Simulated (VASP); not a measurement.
Runs of VASP 6.6.1 on Si. The structure is that of space group P6_3/mmc (No. 194), or close to it. The cells are those of the table. 

| task | cell | k mesh | cutoff (eV) | gap on the mesh (eV) | pressure (GPa) |
| --- | --- | --- | --- | --- | --- |
| single point | a = 2.755, b = 2.755, c = 9.138 Å, angles 90.0, 90.0, 120.0°, 4 atoms | 15 × 15 × 4 | 520 | none | -3.1 |
| single point | a = 2.824, b = 2.824, c = 9.367 Å, angles 90.0, 90.0, 120.0°, 4 atoms | 15 × 15 × 4 | 520 | none | -7.5 |
| single point | a = 2.790, b = 2.790, c = 9.254 Å, angles 90.0, 90.0, 120.0°, 4 atoms | 15 × 15 × 4 | 520 | none | -5.6 |
| single point | a = 2.719, b = 2.719, c = 9.020 Å, angles 90.0, 90.0, 120.0°, 4 atoms | 13 × 13 × 4 | 520 | none | 0.0 |
| single point | a = 2.719, b = 2.719, c = 9.020 Å, angles 90.0, 90.0, 120.0°, 4 atoms | 15 × 15 × 4 | 520 | none | -0.1 |
| single point | a = 2.682, b = 2.682, c = 8.898 Å, angles 90.0, 90.0, 120.0°, 4 atoms | 15 × 15 × 4 | 520 | none | 3.7 |
| single point | a = 2.719, b = 2.719, c = 9.020 Å, angles 90.0, 90.0, 120.0°, 4 atoms | 17 × 17 × 5 | 520 | none | -0.1 |
| relaxation of cell and atoms | relaxed from a = 2.769, b = 2.769, c = 9.044 Å, angles 90.0, 90.0, 120.0°, 4 atoms | 13 × 13 × 4 | 600 | - | 0.1 |
| single point | a = 2.644, b = 2.644, c = 8.772 Å, angles 90.0, 90.0, 120.0°, 4 atoms | 15 × 15 × 4 | 520 | none | (a) |
| single point | a = 2.606, b = 2.606, c = 8.643 Å, angles 90.0, 90.0, 120.0°, 4 atoms | 15 × 15 × 4 | 520 | none | (b) |

Alike in all rows: level PBE; potentials or basis VASP PAW PBE potentials, release 64 (Si); no spin polarisation; smearing fermi-dirac 0.1 eV.

Problem. Fill in the values left out.

Solution. (a) 8.3; (b) 14.1.

Caveats: the bands computed are all filled at some k points, so no gap is given (some runs).

A gap of «none» marks levels without a gap at the run's occupations.
